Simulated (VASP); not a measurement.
# Os (P6_3/mmc) in VASP: further runs

Os is run at these levels: LDA; tasks: single point.

All numbers are computed with VASP 6.6.1; they aren't measurements. Logs are shortened: lines on timing, memory, paths and dates and some standing lists are left out, and cuts for length are marked.

## Step 1: The cell of the first run

The structure is hexagonal, space group P6_3/mmc (No. 194). The conventional cell has a = 2.718 Å, b = 2.718 Å, c = 4.284 Å, α = 90.00°, β = 90.00°, γ = 120.00°. Within 3.5 Å of Os (site symmetry -6m2) lie 12 Os at 2.66 to 2.72 Å.

## Step 2: Single point, LDA

INCAR reads:

```
SYSTEM = Os
  PREC = Accurate
  ENCUT = 560
  EDIFF = 1E-6
  ISMEAR = 1
  SIGMA = 0.01
  LREAL = .FALSE.
  LASPH = .TRUE.
  NELM = 120
  ALGO = Normal
  ISIF = 2
  LWAVE = .FALSE.
  LCHARG = .FALSE.
  GGA = CA
  NBANDS = 23
  GGA_COMPAT = .FALSE.
```

KPOINTS reads:

```
Automatic mesh
0
G
  13 13 8
  0 0 0
```

POSCAR reads:

```
Os
1.0
    2.7175247593      0.0000000000      0.0000000000
   -1.3587623796      2.3534454770      0.0000000000
    0.0000000000      0.0000000000      4.2844606214
Os
2
Direct
    0.3333333333      0.6666666667      0.2500000000
    0.6666666667      0.3333333333      0.7500000000
```

Potentials or basis: VASP PAW LDA potentials, release 64 (Os_sv_GW).

The run is started by

```sh
> cat potpaw_LDA.64/Os_sv_GW/POTCAR > POTCAR
> mpirun -np 1 vasp_std > vasp.out
```

OUTCAR:

```text
SYSTEM = Os
   PREC = Accurate
   ENCUT = 560
   EDIFF = 1E-6
   ISMEAR = 1
   LREAL = .FALSE.
   LASPH = .TRUE.
   NELM = 120
   ISIF = 2
   GGA = CA

 ion  position               nearest neighbor table
   1  0.333  0.667  0.250-   2 2.66   2 2.66   2 2.66   2 2.66   2 2.66   2 2.66
   2  0.667  0.333  0.750-   1 2.66   1 2.66   1 2.66   1 2.66   1 2.66   1 2.66

  LATTYP: Found a hexagonal cell.
 ALAT       =     2.7175247593
 C/A-ratio  =     1.5766040794

  Lattice vectors:

 A1 = (   2.7175247593,   0.0000000000,   0.0000000000)
 A2 = (  -1.3587623796,   2.3534454770,   0.0000000000)
 A3 = (   0.0000000000,   0.0000000000,   4.2844606214)

Analysis of symmetry for initial positions (statically):
=====================================================================
 Subroutine PRICEL returns:
 Original cell was already a primitive cell.

 Routine SETGRP: Setting up the symmetry group for a
 hexagonal supercell.

 Subroutine GETGRP returns: Found 24 space group operations
 (whereof 12 operations were pure point group operations)
 out of a pool of 24 trial point group operations.

The static configuration has the point symmetry D_3d.
 The point group associated with its full space group is D_6h.

Analysis of symmetry for dynamics (positions and initial velocities):
=====================================================================
 Subroutine PRICEL returns:
 Original cell was already a primitive cell.

 Routine SETGRP: Setting up the symmetry group for a
 hexagonal supercell.

 Subroutine GETGRP returns: Found 24 space group operations
 (whereof 12 operations were pure point group operations)
 out of a pool of 24 trial point group operations.

The dynamic configuration has the point symmetry D_3d.
 The point group associated with its full space group is D_6h.

 Subroutine INISYM returns: Found 24 space group operations
 (whereof 12 operations are pure point group operations),
 and found     1 'primitive' translations

----------------------------------------------------------------------------------------

                                     Primitive cell

  volume of cell :      27.4015

  direct lattice vectors                    reciprocal lattice vectors
     2.717524759  0.000000000  0.000000000     0.367981928  0.212454465  0.000000000
    -1.358762380  2.353445477  0.000000000     0.000000000  0.424908930  0.000000000
     0.000000000  0.000000000  4.284460621     0.000000000  0.000000000  0.233401608

[... 81 lines left out ...]
   ENCUT  =  560.0 eV  41.16 Ry    6.42 a.u.   5.24  5.24  8.27*2*pi/ulx,y,z
   NELM   =    120;   NELMIN=  2; NELMDL= -5     # of ELM steps
   EDIFF  = 0.1E-05   stopping-criterion for ELM
   LREAL  =      F    real-space projection
   EDIFFG = 0.1E-04   stopping-criterion for IOM
   NSW    =      0    number of steps for IOM
   IBRION =     -1    ionic relax: 0-MD 1-quasi-New 2-CG
   NFREE  =      0    steps in history (QN), initial steepest desc. (CG)
   ISIF   =      2    stress and relaxation
   ISYM   =      2    0-nonsym 1-usesym 2-fastsym
   POTIM  = 0.5000    time-step for ionic-motion
   TEBEG  =    0.0;   TEEND  =   0.0 temperature during run
   PSTRESS=    0.0 pullay stress
   NELECT =      32.0000    total number of electrons
   NUPDOWN=      -1.0000    fix difference up-down
   EMIN   =  10.00;   EMAX   =-10.00  energy-range for DOS
   EFERMI =   0.00;   METHOD = LEGACY
   ISMEAR =     1;   SIGMA  =   0.01  broadening in eV -4-tet -1-fermi 0-gaus
   EFERMI_NEDOS =   21; number of points for ismear=-14 and -15
   IALGO  =     38    algorithm
   IMIX   =      4    mixing-type and parameters
     AMIX     =   0.40;   BMIX     =  1.00
     AMIX_MAG =   1.60;   BMIX_MAG =  1.00
  volume/ion in A,a.u.               =      13.70        92.46
  Fermi-wavevector in a.u.,A,eV,Ry     =   1.723985  3.257860 40.438219  2.972125
  Thomas-Fermi vector in A             =   2.799759
   LORBIT       =      0    0 simple, 1 ext, 2 COOP (PROOUT), +10 PAW based schemes
   GGA     = CA    functional components
   LHFCALC =     F    Hartree Fock is set to
   AEXX    =    0.0000 exact exchange contribution
   IVDW    =     0    specifies the selected vdW correction
   LEPSILON=     F    determine dielectric tensor
   LRPA    =     F    only Hartree local field effects (RPA)
 non-spin polarized calculation
 Methfessel and Paxton  Order N= 1 SIGMA  =   0.01
  energy-cutoff  :      560.00
  volume of cell :       27.40
 maximum number of plane-waves:       836
 NGX is ok and might be reduce to    24
   NGX = 11   NGY = 11   NGZ = 17

 number of electron      31.9999999 magnetization

 Free energy of the ion-electron system (eV)
  ---------------------------------------------------
  ext. energy  EPLUGINS =         0.00000000
  ---------------------------------------------------
  free energy    TOTEN  =       -27.62176550 eV

  energy without entropy =      -27.62177588  energy(sigma->0) =      -27.62176896

 E-fermi :  13.9880     XC(G=0): -14.9450

 val. band max:       13.9752537062   @ k =   0.3077   0.0769   0.2500
 cond. band min:      13.9937416748   @ k =   0.1538   0.0769   0.3750
 fundamental gap:      0.0184879686
 Fermi energy:        13.9879560668

 k-point     1 :       0.0000    0.0000    0.0000
  band No.  band energies     occupation
      1     -72.3426      2.00000
      2     -72.2114      2.00000
      3     -32.6175      2.00000
      4     -31.5980      2.00000
      5     -31.5980      2.00000
      6     -31.4033      2.00000
[... 613 lines left out ...]
     22      28.7014      0.00000
     23      30.7353      0.00000

 [... further k-points ...]

------------------------ aborting loop because EDIFF is reached ----------------------------------------

  FORCE on cell =-STRESS in cart. coord.  units (eV):
  Direction    XX          YY          ZZ          XY          YZ          ZX
  --------------------------------------------------------------------------------------
  -------------------------------------------------------------------------------------
  Total        0.1231605      0.1231605     -0.0422476      0.0000000     -0.0000000     -0.0000000
  in kB        7.2012541      7.2012541     -2.4702408      0.0000000     -0.0000000     -0.0000000
  external PRESSURE =       3.9774225 kB  Pullay stress =       0.0000000 kB

 VOLUME and BASIS-vectors are now :
 -----------------------------------------------------------------------------
  energy-cutoff  :      560.00
  volume of cell :       27.40
      direct lattice vectors                 reciprocal lattice vectors
     2.717524759  0.000000000  0.000000000     0.367981928  0.212454465  0.000000000
    -1.358762380  2.353445477  0.000000000     0.000000000  0.424908930  0.000000000
     0.000000000  0.000000000  4.284460621     0.000000000  0.000000000  0.233401608

 POSITION                                       TOTAL-FORCE (eV/Angst)
 -----------------------------------------------------------------------------------
     -0.00000      1.56896      1.07112         0.000000     -0.000000      0.000000
      1.35876      0.78448      3.21335        -0.000000      0.000000      0.000000
 -----------------------------------------------------------------------------------
    total drift:                               -0.000000      0.000000     -0.000000

  FREE ENERGIE OF THE ION-ELECTRON SYSTEM (eV)
  ---------------------------------------------------
  free  energy   TOTEN  =       -27.6217655006 eV

  energy  without entropy=      -27.6217758752  energy(sigma->0) =      -27.62176896
```

stdout:

```text
POSCAR found type information on POSCAR Os
 POSCAR found :  1 types and       2 ions
 scaLAPACK will be used
 LDA part: xc-table for (Slater(with rela. corr.)+CA(PZ))
 , standard interpolation
 POSCAR, INCAR and KPOINTS ok, starting setup
 FFT: planning ... GRIDC
 FFT: planning ... GRID_SOFT
 FFT: planning ... GRID
 WAVECAR not read
 entering main loop
```

Wall time 35 s (1 thread of Intel Xeon Platinum 8488C (Sapphire Rapids), shared host); peak memory 0.19 GiB.

What came out:

* Free energy: -27.6218 eV
* Pressure: 0.4 GPa
* Band gap on the k mesh: zero (bands 16 and 17 overlap by 3.96 eV)

Stress tensor (GPa, compression positive):
```
 0.72  0.00  0.00
 0.00  0.72  0.00
 0.00  0.00 -0.25
```

Caveat: spin-orbit coupling is left out, which moves the levels of the heavy elements.

## Step 3: Single point, LDA

INCAR reads:

```
ALGO = Normal
EDIFF = 1E-6
ENCUT = 560
GGA_COMPAT = F
ISIF = 2
ISMEAR = -1
LASPH = T
LCHARG = F
LREAL = F
LWAVE = F
NBANDS = 23
NELM = 120
PREC = Accurate
SIGMA = 0.6
```

KPOINTS reads:

```
k-points
0
Gamma
  13 13 8
```

POSCAR is that of step 2.

Potentials or basis: VASP PAW LDA potentials, release 64 (Os_sv_GW).

The run is started by

```sh
> cat potpaw_LDA.64/Os_sv_GW/POTCAR > POTCAR
> mpirun -np 1 vasp_std > vasp.out
```

It took 21 s on 1 thread of Intel Xeon 6975P-C (Granite Rapids), shared host; peak memory 0.19 GiB.

It converged, with:

```yaml
Free_energy: -28.4263 eV
Pressure: 8.7 GPa
Band_gap_on_the_k_mesh: zero (bands 16 and 17 overlap by 3.98 eV)
```

Stress tensor (GPa, compression positive):
```
 7.06  0.00  0.00
 0.00  7.06  0.00
 0.00  0.00 12.11
```

Levels at points of the mesh, in eV from the Fermi level:
| k point | band 13 | band 14 | band 15 | band 16 | band 17 | band 18 | band 19 | band 20 |
| --- | --- | --- | --- | --- | --- | --- | --- | --- |
| (0.00, 0.00, 0.00) | -2.90 | -2.31 | -2.31 | -1.66 | -1.66 | 0.10 | 1.72 | 1.72 |
| (0.00, 0.00, 0.50) | -3.40 | -3.40 | -3.40 | -3.40 | 0.92 | 0.92 | 0.92 | 0.92 |

Caveat: the stress differs along the axes, from 7 to 12 GPa; so wide a smearing shifts energies and pressures; spin-orbit coupling is left out, which moves the levels of the heavy elements.

The gap in the log of VASP goes by the Fermi energy; the results here count the filled bands.